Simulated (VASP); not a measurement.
# Al in VASP: notebook

Aim: see how the results for Al move with the level of theory and the settings. Levels: PBE, r2SCAN+D3(BJ), r2SCAN. Tasks: single point.

Program: VASP 6.6.1. These are calculated values, not measurements. Logs are shortened: lines on timing, memory, paths and dates and some standing lists are left out, and cuts for length are marked.

## Step 1: The cell of the first run

Symmetry: Immm, No. 71, orthorhombic system. The conventional cell has a = 2.806 Å, b = 2.921 Å, c = 4.050 Å, α = 90.00°, β = 90.00°, γ = 90.00°. Within 3.7 Å of Al (site symmetry mmm) lie 12 Al at 2.81 to 2.92 Å.

## Step 2: Single point, PBE

The input, INCAR:

```
PREC     = Accurate       # precision mode
ENCUT    = 520            # plane-wave cutoff, eV
EDIFF    = 1E-6           # SCF threshold, eV
ISMEAR   = -1             # smearing method
SIGMA    = 0.05           # smearing width, eV
LREAL    = False          # projectors in reciprocal space
LASPH    = True           # aspherical terms in the spheres
NELM     = 60             # most SCF steps
ALGO     = Fast           # electronic algorithm
ISIF     = 2              # what is computed and relaxed
LWAVE    = False          # write WAVECAR
LCHARG   = False          # write CHGCAR
GGA      = PE             # functional
NBANDS   = 8              # bands
```

The input, KPOINTS:

```
regular mesh
0
Gamma
  10 10 10
```

The input, POSCAR:

```
Al
1.0
    0.0404961000      2.0248050000      2.0248050000
    2.0248050000      0.0404961000      2.0248050000
    2.0653011000      2.0653011000      0.0000000000
Al
1
Direct
    0.0000000000      0.0000000000      0.0000000000
```

Potentials or basis: VASP PAW PBE potentials, release 64 (Al).

Launch:

```console
> cat potpaw_PBE.64/Al/POTCAR > POTCAR
> mpirun -np 1 vasp_std > vasp.out
```

OUTCAR:

```text
PREC = Accurate
   ENCUT = 520
   EDIFF = 1E-6
   ISMEAR = -1
   LREAL = False
   LASPH = True
   NELM = 60
   ISIF = 2
   GGA = PE

 ion  position               nearest neighbor table
   1  0.000  0.000  0.000-

  LATTYP: Found a body centered orthorhombic cell.
 ALAT       =     2.8062365583
 B/A-ratio  =     1.0408163265
 C/A-ratio  =     1.4430750636

  Lattice vectors:

 A1 = (   2.0248050000,   0.0404961000,  -2.0248050000)
 A2 = (  -2.0248050000,  -0.0404961000,  -2.0248050000)
 A3 = (   0.0404961000,   2.0248050000,   2.0248050000)

Analysis of symmetry for initial positions (statically):
=====================================================================
 Subroutine PRICEL returns:
 Original cell was already a primitive cell.

 Routine SETGRP: Setting up the symmetry group for a
 body centered orthorhombic supercell.

 Subroutine GETGRP returns: Found  8 space group operations
 (whereof  8 operations were pure point group operations)
 out of a pool of  8 trial point group operations.

The static configuration has the point symmetry D_2h.

Analysis of symmetry for dynamics (positions and initial velocities):
=====================================================================
 Subroutine PRICEL returns:
 Original cell was already a primitive cell.

 Routine SETGRP: Setting up the symmetry group for a
 body centered orthorhombic supercell.

 Subroutine GETGRP returns: Found  8 space group operations
 (whereof  8 operations were pure point group operations)
 out of a pool of  8 trial point group operations.

The dynamic configuration has the point symmetry D_2h.

 Subroutine INISYM returns: Found  8 space group operations
 (whereof  8 operations are pure point group operations),
 and found     1 'primitive' translations

----------------------------------------------------------------------------------------

                                     Primitive cell

  volume of cell :      16.5961

  direct lattice vectors                    reciprocal lattice vectors
     0.040496100  2.024805000  2.024805000    -0.251976897  0.251976897  0.246937359
     2.024805000  0.040496100  2.024805000     0.251976897 -0.251976897  0.246937359
     2.065301100  2.065301100  0.000000000     0.242095450  0.242095450 -0.246937359

  length of vectors
     2.863793029  2.863793029  2.920776826     0.433546737  0.433546737  0.422135611

  position of ions in fractional coordinates (direct lattice)
     0.000000000  0.000000000  0.000000000

  ion indices of the primitive-cell ions
   primitive index   ion index
                 1           1

----------------------------------------------------------------------------------------

 KPOINTS: regular mesh

Automatic generation of k-mesh.
 Grid dimensions read from file:
 generate k-points for:   10   10   10

 Generating k-lattice:

  Cartesian coordinates                     Fractional coordinates (reciprocal lattice)
    -0.025197690  0.025197690  0.024693736     0.100000000 -0.000000000  0.000000000
     0.025197690 -0.025197690  0.024693736    -0.000000000  0.100000000  0.000000000
     0.024209545  0.024209545 -0.024693736     0.000000000  0.000000000  0.100000000

  Length of vectors
     0.043354674  0.043354674  0.042213561

  Shift w.r.t. Gamma in fractional coordinates (k-lattice)
     0.000000000  0.000000000  0.000000000

 Subroutine IBZKPT returns following result:
 ===========================================

 Found    171 irreducible k-points:

 Following reciprocal coordinates:
            Coordinates               Weight
  0.000000  0.000000  0.000000      1.000000
  0.100000  0.000000  0.000000      4.000000
  0.200000  0.000000  0.000000      4.000000
  0.300000  0.000000  0.000000      4.000000
  0.400000  0.000000  0.000000      4.000000
  0.500000  0.000000  0.000000      2.000000
[... 16 lines left out ...]
  0.300000  0.300000  0.000000      2.000000
  0.400000  0.300000  0.000000      4.000000
 [... further k-points ...]
   k-points           NKPTS =    171   k-points in BZ     NKDIM =    171   number of bands    NBANDS=      8
   number of dos      NEDOS =    301   number of ions     NIONS =      1
   total plane-waves  NPLWV =  13824
   dimension x,y,z NGX =    24 NGY =   24 NGZ =   24
   dimension x,y,z NGXF=    48 NGYF=   48 NGZF=   48
   ions per type =               1
   NGX,Y,Z   is equivalent  to a cutoff of  13.93, 13.93, 13.66 a.u.
   NGXF,Y,Z  is equivalent  to a cutoff of  27.86, 27.86, 27.32 a.u.
 SYSTEM =  unknown system
   PREC   = accura    normal or accurate (medium, high low for compatibility)
   ISTART =      0    job   : 0-new  1-cont  2-samecut
   ICHARG =      2    charge: 1-file 2-atom 10-const
   ISPIN  =      1    spin polarized calculation?
   LNONCOLLINEAR =      F non collinear calculations
   LSORBIT =      F    spin-orbit coupling
   LASPH  =      T    aspherical Exc in radial PAW
   ENCUT  =  520.0 eV  38.22 Ry    6.18 a.u.   5.32  5.32  5.43*2*pi/ulx,y,z
   NELM   =     60;   NELMIN=  2; NELMDL= -5     # of ELM steps
   EDIFF  = 0.1E-05   stopping-criterion for ELM
   LREAL  =      F    real-space projection
   EDIFFG = 0.1E-04   stopping-criterion for IOM
   NSW    =      0    number of steps for IOM
   IBRION =     -1    ionic relax: 0-MD 1-quasi-New 2-CG
   NFREE  =      0    steps in history (QN), initial steepest desc. (CG)
   ISIF   =      2    stress and relaxation
   ISYM   =      2    0-nonsym 1-usesym 2-fastsym
   POTIM  = 0.5000    time-step for ionic-motion
   TEBEG  =    0.0;   TEEND  =   0.0 temperature during run
   PSTRESS=    0.0 pullay stress
   NELECT =       3.0000    total number of electrons
   NUPDOWN=      -1.0000    fix difference up-down
   EMIN   =  10.00;   EMAX   =-10.00  energy-range for DOS
   EFERMI =   0.00;   METHOD = LEGACY
   ISMEAR =    -1;   SIGMA  =   0.05  broadening in eV -4-tet -1-fermi 0-gaus
   EFERMI_NEDOS =   21; number of points for ismear=-14 and -15
   IALGO  =     68    algorithm
   IMIX   =      4    mixing-type and parameters
     AMIX     =   0.40;   BMIX     =  1.00
     AMIX_MAG =   1.60;   BMIX_MAG =  1.00
  volume/ion in A,a.u.               =      16.60       112.00
  Fermi-wavevector in a.u.,A,eV,Ry     =   0.925650  1.749224 11.657842  0.856827
  Thomas-Fermi vector in A             =   2.051527
   LORBIT       =      0    0 simple, 1 ext, 2 COOP (PROOUT), +10 PAW based schemes
   GGA     = PE    functional components
   LHFCALC =     F    Hartree Fock is set to
   AEXX    =    0.0000 exact exchange contribution
   IVDW    =     0    specifies the selected vdW correction
   LEPSILON=     F    determine dielectric tensor
   LRPA    =     F    only Hartree local field effects (RPA)
 non-spin polarized calculation
 RMM-DIIS sequential band-by-band and
  energy-cutoff  :      520.00
  volume of cell :       16.60
 maximum number of plane-waves:       463
 NGX is ok and might be reduce to    24
   NGX = 11   NGY = 11   NGZ = 11

 number of electron       3.0000000 magnetization

 Free energy of the ion-electron system (eV)
  ---------------------------------------------------
  ext. energy  EPLUGINS =         0.00000000
  ---------------------------------------------------
  free energy    TOTEN  =        -3.73002416 eV

  energy without entropy =       -3.72522777  energy(sigma->0) =       -3.72762597

 E-fermi :   8.0349     XC(G=0): -10.1754

 val. band max:        8.0288711146   @ k =  -0.4000  -0.0000   0.4000
 cond. band min:       8.0384333040   @ k =  -0.3000  -0.4000   0.3000
 fundamental gap:      0.0095621894
 Fermi energy:         8.0348702536

 k-point     1 :       0.0000    0.0000    0.0000
  band No.  band energies     occupation
      1      -3.1561      2.00000
      2      19.9107      0.00000
      3      20.4833      0.00000
      4      21.1695      0.00000
      5      21.3001      0.00000
      6      21.7788      0.00000
      7      22.6706      0.00000
      8      24.5821      0.00000

 k-point     2 :       0.1000    0.0000    0.0000
  band No.  band energies     occupation
      1      -2.8781      2.00000
      2      17.7115      0.00000
      3      19.1560      0.00000
      4      19.8774      0.00000
      5      22.4428      0.00000
      6      22.4939      0.00000
      7      23.5275      0.00000
      8      25.9003      0.00000

 k-point     3 :       0.2000    0.0000    0.0000
  band No.  band energies     occupation
      1      -2.0473      2.00000
      2      13.6697      0.00000
      3      18.4017      0.00000
      4      19.0544      0.00000
      5      22.1889      0.00000
      6      23.2784      0.00000
      7      23.6001      0.00000
      8      25.0229      0.00000

 k-point     4 :       0.3000    0.0000    0.0000
  band No.  band energies     occupation
      1      -0.6735      2.00000
      2       9.9050      0.00000
      3      18.0765      0.00000
      4      18.6638      0.00000
      5      21.4463      0.00000
      6      21.7500      0.00000
      7      22.0165      0.00000
      8      25.5891      0.00000

 k-point     5 :       0.4000    0.0000    0.0000
  band No.  band energies     occupation
      1       1.2272      2.00000
      2       6.5507      2.00000
      3      18.2150      0.00000
      4      18.7246      0.00000
      5      19.9075      0.00000
      6      20.3193      0.00000
      7      22.1969      0.00000
      8      24.0289      0.00000
[... 177 lines left out ...]
 k-point    22 :      -0.2000    0.2000    0.0000
  band No.  band energies     occupation
      1      -0.1800      2.00000
      2      11.2522      0.00000
      3      12.7188      0.00000
      4      18.6449      0.00000
      5      20.7494      0.00000
      6      22.8265      0.00000
      7      23.7064      0.00000
      8      24.7060      0.00000

 k-point    23 :       0.3000    0.3000    0.0000
  band No.  band energies     occupation
      1       0.0564      2.00000
      2      13.7844      0.00000
      3      14.0430      0.00000
      4      14.5316      0.00000
      5      15.4612      0.00000
      6      18.3427      0.00000
      7      30.2202      0.00000
      8      31.0693      0.00000

 k-point    24 :       0.4000    0.3000    0.0000
  band No.  band energies     occupation
      1       1.3786      2.00000
      2      11.5791      0.00000
      3      12.0758      0.00000
      4      13.6643      0.00000
      5      15.3546      0.00000
      6      19.8068      0.00000
      7      29.3936      0.00000
      8      31.6967      0.00000

 [... further k-points ...]
[... 5 lines left out ...]
  --------------------------------------------------------------------------------------
  -------------------------------------------------------------------------------------
  Total        0.0139724      0.0139724     -0.1496104     -0.0604459      0.0000000      0.0000000
  in kB        1.3488883      1.3488883    -14.4433068     -5.8354170      0.0000000      0.0000000
  external PRESSURE =      -3.9151767 kB  Pullay stress =       0.0000000 kB

 VOLUME and BASIS-vectors are now :
 -----------------------------------------------------------------------------
  energy-cutoff  :      520.00
  volume of cell :       16.60
      direct lattice vectors                 reciprocal lattice vectors
     0.040496100  2.024805000  2.024805000    -0.251976897  0.251976897  0.246937359
     2.024805000  0.040496100  2.024805000     0.251976897 -0.251976897  0.246937359
     2.065301100  2.065301100  0.000000000     0.242095450  0.242095450 -0.246937359

 POSITION                                       TOTAL-FORCE (eV/Angst)
 -----------------------------------------------------------------------------------
      0.00000      0.00000      0.00000        -0.000000     -0.000000     -0.000000
 -----------------------------------------------------------------------------------
    total drift:                                0.000000      0.000000      0.000000

  FREE ENERGIE OF THE ION-ELECTRON SYSTEM (eV)
  ---------------------------------------------------
  free  energy   TOTEN  =        -3.7300241561 eV

  energy  without entropy=       -3.7252277745  energy(sigma->0) =       -3.72762597
```

It took 11 s on 1 thread of AMD EPYC 9R45 (Zen 5), shared host; peak memory 0.11 GiB.

What came out:

| Quantity | Value |
| --- | --- |
| Free energy | -3.7300 eV |
| Pressure | -0.4 GPa |

Stress tensor (GPa, compression positive):
```
 0.13 -0.58  0.00
-0.58  0.13  0.00
 0.00  0.00 -1.44
```

Levels at points of the mesh, in eV from the Fermi level:
```
           k point  band 1  band 2  band 3  band 4  band 5  band 6
(0.00, 0.00, 0.00)  -11.19   11.88   12.45   13.13   13.27   13.74
(0.50, 0.00, 0.00)   -4.56   -4.22   10.78   10.80   11.05   11.45
(0.50, 0.50, 0.00)   -3.01   -1.70    4.77    5.07    6.21    9.04
(0.00, 0.00, 0.50)   -4.77   -4.71   11.21   11.37   11.77   11.92
(0.50, 0.00, 0.50)   -3.00   -1.69    5.16    5.48    5.48    8.92
```

## Step 3: Single point, r2SCAN+D3(BJ)

The input, POSCAR:

```
Al
1.0
    0.0000000000      2.0248050000      2.0248050000
    2.0248050000      0.0000000000      2.0248050000
    2.0248050000      2.0248050000      0.0000000000
Al
1
Direct
    0.0000000000      0.0000000000      0.0000000000
```

The input, INCAR.step1:

```
PREC = Accurate ; ENCUT = 520
ISMEAR = -1 ; SIGMA = 0.05
LREAL = False ; LASPH = True
NELM = 100 ; NBANDS = 8
GGA = PE ; ALGO = Normal
EDIFF = 1E-4 ; LWAVE = True
LCHARG = False
```

The input, INCAR.step2:

```
PREC = Accurate ; ENCUT = 520
EDIFF = 1E-7 ; ISMEAR = -1
SIGMA = 0.05 ; LREAL = False
LASPH = True ; NELM = 100
ALGO = Normal ; ISIF = 2
LWAVE = False ; LCHARG = False
METAGGA = R2SCAN ; LMIXTAU = True
IVDW = 12 ; VDW_S6 = 1.0
VDW_S8 = 0.78981345 ; VDW_A1 = 0.49484001
VDW_A2 = 5.73083694 ; NBANDS = 8
ISTART = 1
```

The input, KPOINTS:

```
Automatic mesh
0
Gamma
  11 11 11
```

Potentials or basis: VASP PAW PBE potentials, release 64 (Al).

Launch:

```console
> cat potpaw_PBE.64/Al/POTCAR > POTCAR
> cp INCAR.step1 INCAR
> mpirun -np 1 vasp_std > vasp.out
> cp INCAR.step2 INCAR
> mpirun -np 1 vasp_std > vasp.out
```

Run time: 12 s. Hardware: 1 thread of Intel Xeon 6975P-C (Granite Rapids), shared host; peak memory 0.14 GiB.

Results (log left out):

| Quantity | Value |
| --- | --- |
| Free energy | -6.8962 eV |
| Pressure | -5.2 GPa |
| Dispersion energy per atom | -0.158 eV |

Levels at points of the mesh, in eV from the Fermi level:
| k point | band 1 | band 2 | band 3 | band 4 |
| --- | --- | --- | --- | --- |
| (0.00, 0.00, 0.00) | -11.80 | 13.29 | 13.29 | 13.29 |

Caveat: the PAW data sets were made with another functional, which shifts forces and pressure a little; pairwise dispersion overbinds metals, which lowers pressure and volume.

## Step 4: Single point, r2SCAN+D3(BJ)

This run uses another cell than the first one, of 16.93 Å³/atom, 1.020 times its volume.

The input, POSCAR:

```
Al
1.0
    0.0000000000      2.0382146954      2.0382146954
    2.0382146954      0.0000000000      2.0382146954
    2.0382146954      2.0382146954      0.0000000000
Al
1
Direct
    0.0000000000      0.0000000000      0.0000000000
```

The input, INCAR.step1:

```
SYSTEM = Al
PREC = Accurate
ENCUT = 520
ISMEAR = -1
SIGMA = 0.05
LREAL = .FALSE.
LASPH = .TRUE.
NELM = 60
NBANDS = 8
GGA = PE
ALGO = Normal
EDIFF = 1E-4
LWAVE = .TRUE.
LCHARG = .FALSE.
```

The input, INCAR.step2:

```
SYSTEM = Al
PREC = Accurate
ENCUT = 520
EDIFF = 1E-6
ISMEAR = -1
SIGMA = 0.05
LREAL = .FALSE.
LASPH = .TRUE.
NELM = 60
ALGO = Normal
ISIF = 2
LWAVE = .FALSE.
LCHARG = .FALSE.
METAGGA = R2SCAN
LMIXTAU = .TRUE.
IVDW = 12
VDW_S6 = 1.0
VDW_S8 = 0.78981345
VDW_A1 = 0.49484001
VDW_A2 = 5.73083694
NBANDS = 8
ISTART = 1
```

The input, KPOINTS:

```
Automatic mesh
0
G
  11 11 11
  0 0 0
```

Launch:

```console
> cat potpaw_PBE.64/Al/POTCAR > POTCAR
> cp INCAR.step1 INCAR
> mpirun -np 1 vasp_std > vasp.out
> cp INCAR.step2 INCAR
> mpirun -np 1 vasp_std > vasp.out
```

Run time: 10 s. Hardware: 1 thread of Intel Xeon 6975P-C (Granite Rapids), shared host; peak memory 0.14 GiB.

The run converged. Its results:

| Item | Value |
| --- | --- |
| Free energy | -6.8840 eV |
| Pressure | -6.6 GPa |
| Dispersion energy per atom | -0.155 eV |

Levels at points of the mesh, in eV from the Fermi level:
| k point | band 1 | band 2 | band 3 | band 4 | band 5 |
| --- | --- | --- | --- | --- | --- |
| (0.00, 0.00, 0.00) | -11.66 | 13.17 | 13.17 | 13.17 | 14.86 |

Caveat: the PAW data sets were made with another functional, which shifts forces and pressure a little; pairwise dispersion overbinds metals, which lowers pressure and volume.

(Part 1 of 2 ends here.)
